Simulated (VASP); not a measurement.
# GaSb (I-4m2) in VASP: notebook

The runs below take GaSb through single point, with LDA.

All numbers are computed with VASP 6.6.1; they aren't measurements. Logs are shortened: lines on timing, memory, paths and dates and some standing lists are left out, and cuts for length are marked.

### 1 The cell of the first run

It takes space group I-4m2 (No. 119, tetragonal). The conventional cell has a = 5.506 Å, b = 5.506 Å, c = 3.077 Å, α = 90.00°, β = 90.00°, γ = 90.00°. Within 3.8 Å of Ga (site symmetry -4m2) lie 8 Sb at 2.86 to 3.59 Å and 2 Ga at 3.08 Å. Within 3.8 Å of Sb (site symmetry -4m2) lie 8 Ga at 2.86 to 3.59 Å and 2 Sb at 3.08 Å.

### 2 Single point, LDA

Contents of INCAR:

```
PREC = Accurate
ENCUT = 520
EDIFF = 1E-7
ISMEAR = 0
SIGMA = 0.15
LREAL = F
LASPH = T
NELM = 100
ALGO = Normal
ISIF = 2
LWAVE = F
LCHARG = T
LELF = T
LVHAR = T
NBANDS = 16
```

Contents of KPOINTS:

```
regular mesh
0
Gamma
  16 16 16
```

Contents of POSCAR:

```
GaSb
1.0
   -2.7531000000      2.7531000000      1.5386446001
    2.7531000000     -2.7531000000      1.5386446001
    2.7531000000      2.7531000000     -1.5386446001
Ga Sb
1 1
Direct
    0.2500000000      0.7500000000      0.5000000000
    0.0000000000      0.0000000000      0.0000000000
```

Potentials or basis: VASP PAW LDA potentials, release 64 (Ga_d, Sb).

Launch:

```sh
cat potpaw_LDA.64/Ga_d/POTCAR potpaw_LDA.64/Sb/POTCAR > POTCAR
mpirun -np 1 vasp_std > vasp.out
```

OUTCAR:

```text
PREC = Accurate
   ENCUT = 520
   EDIFF = 1E-7
   ISMEAR = 0
   LREAL = F
   LASPH = T
   NELM = 100
   ISIF = 2

 ion  position               nearest neighbor table
   1  0.250  0.750  0.500-   2 2.86   2 2.86   2 2.86   2 2.86
   2  0.000  0.000  0.000-   1 2.86   1 2.86   1 2.86   1 2.86

  LATTYP: Found a body centered tetragonal cell.
 ALAT       =     5.5062000000
 C/A-ratio  =     0.5588771204

  Lattice vectors:

 A1 = (  -2.7531000000,   2.7531000000,   1.5386446001)
 A2 = (   2.7531000000,  -2.7531000000,   1.5386446001)
 A3 = (   2.7531000000,   2.7531000000,  -1.5386446001)

Analysis of symmetry for initial positions (statically):
=====================================================================
 Subroutine PRICEL returns:
 Original cell was already a primitive cell.

 Routine SETGRP: Setting up the symmetry group for a
 body centered tetragonal supercell.

 Subroutine GETGRP returns: Found  8 space group operations
 (whereof  8 operations were pure point group operations)
 out of a pool of 16 trial point group operations.

The static configuration has the point symmetry D_2d.

Analysis of symmetry for dynamics (positions and initial velocities):
=====================================================================
 Subroutine PRICEL returns:
 Original cell was already a primitive cell.

 Routine SETGRP: Setting up the symmetry group for a
 body centered tetragonal supercell.

 Subroutine GETGRP returns: Found  8 space group operations
 (whereof  8 operations were pure point group operations)
 out of a pool of 16 trial point group operations.

The dynamic configuration has the point symmetry D_2d.

 Subroutine INISYM returns: Found  8 space group operations
 (whereof  8 operations are pure point group operations),
 and found     1 'primitive' translations

----------------------------------------------------------------------------------------

                                     Primitive cell

  volume of cell :      46.6490

  direct lattice vectors                    reciprocal lattice vectors
    -2.753100000  2.753100000  1.538644600     0.000000000  0.181613454  0.324961333
     2.753100000 -2.753100000  1.538644600     0.181613454  0.000000000  0.324961333
     2.753100000  2.753100000 -1.538644600     0.181613454  0.181613454  0.000000000

  length of vectors
     4.186471835  4.186471835  4.186471835     0.372267799  0.372267799  0.256840210

  position of ions in fractional coordinates (direct lattice)
     0.250000000  0.750000000  0.500000000
     0.000000000  0.000000000  0.000000000

  ion indices of the primitive-cell ions
   primitive index   ion index
                 1           1
                 2           2

----------------------------------------------------------------------------------------

 KPOINTS: regular mesh

Automatic generation of k-mesh.
 Grid dimensions read from file:
 generate k-points for:   16   16   16

 Generating k-lattice:

  Cartesian coordinates                     Fractional coordinates (reciprocal lattice)
     0.000000000  0.011350841  0.020310083     0.062500000  0.000000000  0.000000000
     0.011350841  0.000000000  0.020310083     0.000000000  0.062500000  0.000000000
     0.011350841  0.011350841  0.000000000     0.000000000  0.000000000  0.062500000

  Length of vectors
     0.023266737  0.023266737  0.016052513

  Shift w.r.t. Gamma in fractional coordinates (k-lattice)
     0.000000000  0.000000000  0.000000000

 Subroutine IBZKPT returns following result:
 ===========================================

 Found    349 irreducible k-points:

 Following reciprocal coordinates:
            Coordinates               Weight
  0.000000  0.000000  0.000000      1.000000
  0.062500 -0.000000  0.000000      8.000000
  0.125000 -0.000000  0.000000      8.000000
  0.187500 -0.000000  0.000000      8.000000
  0.250000 -0.000000  0.000000      8.000000
  0.312500  0.000000  0.000000      8.000000
[... 16 lines left out ...]
 -0.125000  0.062500 -0.000000     16.000000
 -0.062500  0.062500  0.000000      4.000000
 [... further k-points ...]
   k-points           NKPTS =    349   k-points in BZ     NKDIM =    349   number of bands    NBANDS=     16
   number of dos      NEDOS =    301   number of ions     NIONS =      2
   total plane-waves  NPLWV =  32768
   dimension x,y,z NGX =    32 NGY =   32 NGZ =   32
   dimension x,y,z NGXF=    64 NGYF=   64 NGZF=   64
   ions per type =               1   1
   NGX,Y,Z   is equivalent  to a cutoff of  12.71, 12.71, 12.71 a.u.
   NGXF,Y,Z  is equivalent  to a cutoff of  25.41, 25.41, 25.41 a.u.
 SYSTEM =  unknown system
   PREC   = accura    normal or accurate (medium, high low for compatibility)
   ISTART =      0    job   : 0-new  1-cont  2-samecut
   ICHARG =      2    charge: 1-file 2-atom 10-const
   ISPIN  =      1    spin polarized calculation?
   LNONCOLLINEAR =      F non collinear calculations
   LSORBIT =      F    spin-orbit coupling
   LASPH  =      T    aspherical Exc in radial PAW
   ENCUT  =  520.0 eV  38.22 Ry    6.18 a.u.   7.78  7.78  7.78*2*pi/ulx,y,z
   NELM   =    100;   NELMIN=  2; NELMDL= -5     # of ELM steps
   EDIFF  = 0.1E-06   stopping-criterion for ELM
   LREAL  =      F    real-space projection
   EDIFFG = 0.1E-05   stopping-criterion for IOM
   NSW    =      0    number of steps for IOM
   IBRION =     -1    ionic relax: 0-MD 1-quasi-New 2-CG
   NFREE  =      0    steps in history (QN), initial steepest desc. (CG)
   ISIF   =      2    stress and relaxation
   ISYM   =      2    0-nonsym 1-usesym 2-fastsym
   POTIM  = 0.5000    time-step for ionic-motion
   TEBEG  =    0.0;   TEEND  =   0.0 temperature during run
   PSTRESS=    0.0 pullay stress
   NELECT =      18.0000    total number of electrons
   NUPDOWN=      -1.0000    fix difference up-down
   EMIN   =  10.00;   EMAX   =-10.00  energy-range for DOS
   EFERMI =   0.00;   METHOD = LEGACY
   ISMEAR =     0;   SIGMA  =   0.15  broadening in eV -4-tet -1-fermi 0-gaus
   EFERMI_NEDOS =   21; number of points for ismear=-14 and -15
   IALGO  =     38    algorithm
   IMIX   =      4    mixing-type and parameters
     AMIX     =   0.40;   BMIX     =  1.00
     AMIX_MAG =   1.60;   BMIX_MAG =  1.00
  volume/ion in A,a.u.               =      23.32       157.40
  Fermi-wavevector in a.u.,A,eV,Ry     =   1.191841  2.252252 19.326864  1.420484
  Thomas-Fermi vector in A             =   2.327893
   LORBIT       =      0    0 simple, 1 ext, 2 COOP (PROOUT), +10 PAW based schemes
   GGA     = CA    functional components
   LHFCALC =     F    Hartree Fock is set to
   AEXX    =    0.0000 exact exchange contribution
   IVDW    =     0    specifies the selected vdW correction
   LEPSILON=     F    determine dielectric tensor
   LRPA    =     F    only Hartree local field effects (RPA)
 non-spin polarized calculation
 Gauss-broadening in eV      SIGMA  =   0.15
  energy-cutoff  :      520.00
  volume of cell :       46.65
 maximum number of plane-waves:      1274
   NGX = 15   NGY = 15   NGZ = 15

 number of electron      17.9999996 magnetization

 Free energy of the ion-electron system (eV)
  ---------------------------------------------------
  ext. energy  EPLUGINS =         0.00000000
  ---------------------------------------------------
  free energy    TOTEN  =        -8.36227482 eV

  energy without entropy =       -8.35335702  energy(sigma->0) =       -8.35781592

 E-fermi :   6.7595     XC(G=0): -10.6114

 val. band max:        6.7452494003   @ k =  -0.3750  -0.3750   0.0625
 cond. band min:       6.7671352355   @ k =  -0.3750   0.5000   0.0625
 fundamental gap:      0.0218858352
 Fermi energy:         6.7594920946

 k-point     1 :       0.0000    0.0000    0.0000
  band No.  band energies     occupation
      1      -8.3072      2.00000
      2      -8.2096      2.00000
      3      -8.2030      2.00000
      4      -8.1652      2.00000
      5      -8.1652      2.00000
      6      -5.4576      2.00000
[... 8 lines left out ...]
     15      16.8139      0.00000
     16      17.1696      0.00000

 k-point     2 :       0.0625   -0.0000    0.0000
  band No.  band energies     occupation
      1      -8.3008      2.00000
      2      -8.2101      2.00000
      3      -8.2020      2.00000
      4      -8.1680      2.00000
      5      -8.1680      2.00000
      6      -5.3782      2.00000
[... 8 lines left out ...]
     15      16.9071      0.00000
     16      17.3141      0.00000

 k-point     3 :       0.1250   -0.0000    0.0000
  band No.  band energies     occupation
      1      -8.2825      2.00000
      2      -8.2114      2.00000
      3      -8.1995      2.00000
      4      -8.1759      2.00000
      5      -8.1757      2.00000
      6      -5.1401      2.00000
[... 8 lines left out ...]
     15      15.9614      0.00000
     16      16.3775      0.00000

 k-point     4 :       0.1875   -0.0000    0.0000
  band No.  band energies     occupation
      1      -8.2554      2.00000
      2      -8.2134      2.00000
      3      -8.1971      2.00000
      4      -8.1874      2.00000
      5      -8.1858      2.00000
      6      -4.7450      2.00000
[... 8 lines left out ...]
     15      15.1134      0.00000
     16      16.1331      0.00000
[... 324 lines left out ...]
 k-point    22 :      -0.1875    0.0625    0.0000
  band No.  band energies     occupation
      1      -8.2814      2.00000
      2      -8.2137      2.00000
      3      -8.1984      2.00000
      4      -8.1760      2.00000
      5      -8.1748      2.00000
      6      -5.0382      2.00000
[... 8 lines left out ...]
     15      16.1065      0.00000
     16      16.3979      0.00000

 k-point    23 :      -0.1250    0.0625   -0.0000
  band No.  band energies     occupation
      1      -8.3000      2.00000
      2      -8.2117      2.00000
      3      -8.2011      2.00000
      4      -8.1681      2.00000
      5      -8.1673      2.00000
      6      -5.3100      2.00000
[... 8 lines left out ...]
     15      16.8874      0.00000
     16      17.1288      0.00000

 k-point    24 :      -0.0625    0.0625    0.0000
  band No.  band energies     occupation
      1      -8.3068      2.00000
      2      -8.2105      2.00000
      3      -8.2025      2.00000
      4      -8.1653      2.00000
      5      -8.1649      2.00000
      6      -5.4235      2.00000
[... 8 lines left out ...]
     15      16.7383      0.00000
     16      17.3210      0.00000

 [... further k-points ...]

------------------------ aborting loop because EDIFF is reached ----------------------------------------

  FORCE on cell =-STRESS in cart. coord.  units (eV):
  Direction    XX          YY          ZZ          XY          YZ          ZX
  --------------------------------------------------------------------------------------
  -------------------------------------------------------------------------------------
  Total       -0.8945810     -0.8945810     -0.4705393      0.0000000      0.0000000      0.0000000
  in kB      -30.7247213    -30.7247213    -16.1608512      0.0000000      0.0000000      0.0000000
  external PRESSURE =     -25.8700979 kB  Pullay stress =       0.0000000 kB

 VOLUME and BASIS-vectors are now :
 -----------------------------------------------------------------------------
  energy-cutoff  :      520.00
  volume of cell :       46.65
      direct lattice vectors                 reciprocal lattice vectors
    -2.753100000  2.753100000  1.538644600     0.000000000  0.181613454  0.324961333
     2.753100000 -2.753100000  1.538644600     0.181613454  0.000000000  0.324961333
     2.753100000  2.753100000 -1.538644600     0.181613454  0.181613454  0.000000000

 POSITION                                       TOTAL-FORCE (eV/Angst)
 -----------------------------------------------------------------------------------
      2.75310      0.00000      0.76932         0.000000     -0.000000      0.000000
      0.00000      0.00000      0.00000        -0.000000      0.000000     -0.000000
 -----------------------------------------------------------------------------------
    total drift:                               -0.000000      0.000000     -0.000000

  FREE ENERGIE OF THE ION-ELECTRON SYSTEM (eV)
  ---------------------------------------------------
  free  energy   TOTEN  =        -8.3622748199 eV

  energy  without entropy=       -8.3533570176  energy(sigma->0) =       -8.35781592
```

Run time: 4.8 min. Hardware: 1 thread of Intel Xeon 8259CL, shared host; peak memory 0.37 GiB.

Results:

| Quantity | Value |
| --- | --- |
| Free energy | -8.3623 eV |
| Pressure | -2.6 GPa |
| Band gap on the k mesh | zero (bands 9 and 10 overlap by 4.67 eV) |

Caveat: spin-orbit coupling is left out, which moves the levels of the heavy elements.

### 3 Single point, LDA

Contents of INCAR:

```
SYSTEM = GaSb
PREC = Accurate
ENCUT = 520
EDIFF = 1E-6
ISMEAR = 0
SIGMA = 0.15
LREAL = .False.
LASPH = .True.
NELM = 100
ALGO = Normal
ISIF = 2
LWAVE = .False.
LCHARG = .False.
NBANDS = 16
```

Contents of KPOINTS:

```
Automatic mesh
0
Gamma
  16 16 16
  0 0 0
```

Contents of POSCAR:

```
GaSb
1.0
   -2.8248500000      2.8248500000      1.4617000000
    2.8248500000     -2.8248500000      1.4617000000
    2.8248500000      2.8248500000     -1.4617000000
Ga Sb
1 1
Direct
    0.2500000000      0.7500000000      0.5000000000
    0.0000000000      0.0000000000      0.0000000000
```

Potentials or basis: VASP PAW LDA potentials, release 64 (Ga_d, Sb).

Launch:

```sh
cat potpaw_LDA.64/Ga_d/POTCAR potpaw_LDA.64/Sb/POTCAR > POTCAR
mpirun -np 1 vasp_std > vasp.out
```

Run time: 3.9 min. Hardware: 1 thread of Intel Xeon 8259CL, shared host; peak memory 0.38 GiB.

The run converged. Its results:

```
Free energy            : -8.3066 eV
Pressure               : -2.2 GPa
Band gap on the k mesh : zero (bands 9 and 10 overlap by 4.22 eV)
```

Stress tensor (GPa, compression positive):
```
-4.49  0.00  0.00
 0.00 -4.49  0.00
 0.00  0.00  2.28
```

Levels at points of the mesh, in eV from the Fermi level:
| k point | band 6 | band 7 | band 8 | band 9 | band 10 | band 11 | band 12 | band 13 |
| --- | --- | --- | --- | --- | --- | --- | --- | --- |
| (0.00, 0.00, 0.00) | -12.29 | -4.00 | -2.38 | -2.38 | 3.05 | 6.38 | 6.38 | 6.90 |
| (0.50, 0.00, 0.00) | -7.73 | -5.53 | -2.63 | -1.34 | -1.02 | 2.58 | 3.15 | 5.00 |
| (0.50, 0.50, 0.00) | -11.03 | -8.33 | -0.60 | 1.22 | 1.38 | 1.57 | 6.35 | 8.45 |
| (0.50, 0.50, 0.50) | -10.06 | -6.45 | -5.21 | -5.21 | 5.58 | 7.07 | 9.23 | 9.23 |

Caveat: spin-orbit coupling is left out, which moves the levels of the heavy elements.
